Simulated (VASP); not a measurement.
The system is LiP4Ir.

```xyz
12
Lattice="-2.5472 2.5472 7.1322 2.5472 -2.5472 7.1322 2.5472 2.5472 -7.1322" Properties=species:S:1:pos:R:3 pbc="T T T"
Li    2.5472    0.0000    3.5661
Li    0.0000    0.0000    7.1322
P     1.2736    1.3240    5.3492
P     1.2232    1.2736    1.7831
P     1.2736    1.2232   -1.7831
P     1.3240    1.2736    8.9153
P     3.8208    1.2232   -1.7831
P     1.3240   -1.2736    8.9153
P    -1.2736    1.3240    5.3492
P     1.2232    3.8208    1.7831
Ir    0.0000    2.5472    3.5661
Ir    0.0000    0.0000    0.0000
```

* Program: VASP 6.6.1
* Task: relaxation of cell and atoms
* Functional: PBE
* Potentials or basis: VASP PAW PBE potentials, release 64 (Li_sv, P, Ir)
* Cutoff: 600 eV
* k mesh: 6 × 6 × 6
* Occupations: gaussian, width 0.1 eV
* Spin: no spin polarisation

At the start: pressure 0.9 GPa; volume 15.42 Å³/atom.

How do energy, volume and symmetry change on relaxing?

Over 7 steps the energy falls by 2.5 meV/atom and the volume is 15.81 Å³/atom (+2.5 %); space group I4_1/amd (No. 141, to 0.1 Å) before and after.

Step by step:
```tsv
step	energy change (eV)	largest force (eV/Å)	pressure (GPa)	volume (Å³)
1	0.0000	0.0319	0.86	185.10
2	-0.0104	0.1151	-0.41	187.33
3	-0.0104	0.1187	-0.47	187.43
4	-0.0198	0.0920	-0.15	187.58
5	-0.0228	0.0661	0.15	187.71
6	-0.0260	0.0502	0.10	188.24
7	-0.0299	0.0020	-0.02	189.78
```

Final structure:
```xyz
12
Lattice="-2.5878 2.5878 7.0847 2.5878 -2.5878 7.0847 2.5878 2.5878 -7.0847" Properties=species:S:1:pos:R:3 pbc="T T T"
Li    2.5878    0.0000    3.5423
Li    0.0000    0.0000    7.0847
P     1.2939    1.3813    5.3135
P     1.2065    1.2939    1.7712
P     1.2939    1.2065   -1.7712
P     1.3813    1.2939    8.8559
P     3.8817    1.2065   -1.7712
P     1.3813   -1.2939    8.8559
P    -1.2939    1.3813    5.3135
P     1.2065    3.8817    1.7712
Ir    0.0000    2.5878    3.5423
Ir    0.0000    0.0000    0.0000
```

Caveat: the cutoff is under 1.25 times the usual one of these potentials, so pressure, stress and relaxed cells hold a basis-set (Pulay) error.
